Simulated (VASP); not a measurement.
CdGeAs2:

```
Cd As Ge
1.0
     4.05031    0.00000    0.00000
     0.00000    4.05031    0.00000
     0.00000    0.00000    5.72801
Cd As Ge
1 2 1
Cartesian
  0.0000 0.0000 0.0000
  0.0000 2.0252 1.4320
  2.0252 0.0000 4.2960
  2.0252 2.0252 2.8640
```

| Quantity | Value |
| --- | --- |
| Program | VASP 6.6.1 |
| Task | relaxation of cell and atoms |
| Functional | PBE |
| Potentials or basis | VASP PAW PBE potentials, release 64 (Cd, As, Ge_d) |
| Cutoff | 500 eV |
| k mesh | 6 × 6 × 4 |
| Occupations | fermi-dirac, width 0.02 eV |
| Spin | no spin polarisation |

At the start: pressure 8.9 GPa; volume 23.49 Å³/atom.

How do energy, volume and symmetry change on relaxing?

Over 13 steps the energy falls by 98.4 meV/atom and the volume is 26.50 Å³/atom (+12.8 %); space group P-4m2 (No. 115, to 0.1 Å) before and after.

Step by step:
| step | energy change (eV) | largest force (eV/Å) | pressure (GPa) | volume (Å³) |
| --- | --- | --- | --- | --- |
| 1 | 0.0000 | 1.1066 | 8.85 | 93.97 |
| 2 | -0.3111 | 0.2606 | -2.77 | 112.75 |
| 3 | -0.3587 | 0.4327 | -0.37 | 106.99 |
| 4 | -0.3766 | 0.2524 | -0.16 | 106.46 |
| 5 | -0.3880 | 0.0404 | 0.22 | 105.64 |
| 6 | -0.3916 | 0.0380 | -0.08 | 106.22 |
| 7 | -0.3925 | 0.0351 | -0.33 | 106.68 |
| 8 | -0.3935 | 0.0033 | 0.05 | 105.85 |
| 9 | -0.3935 | 0.0104 | -0.03 | 106.03 |
| 10 | -0.3935 | 0.0110 | -0.04 | 106.05 |
| 11 | -0.3936 | 0.0074 | 0.00 | 105.97 |
| 12 | -0.3936 | 0.0069 | 0.01 | 105.97 |
| 13 | -0.3936 | 0.0011 | 0.00 | 105.99 |

Final structure:
```xyz
4
Lattice="4.1514 0.0000 0.0000 0.0000 4.1514 0.0000 0.0000 0.0000 6.1501" Properties=species:S:1:pos:R:3 pbc="T T T"
Cd    0.0000    0.0000    0.0000
As    0.0000    2.0757    1.6347
As    2.0757    0.0000    4.5154
Ge    2.0757    2.0757    3.0750
```
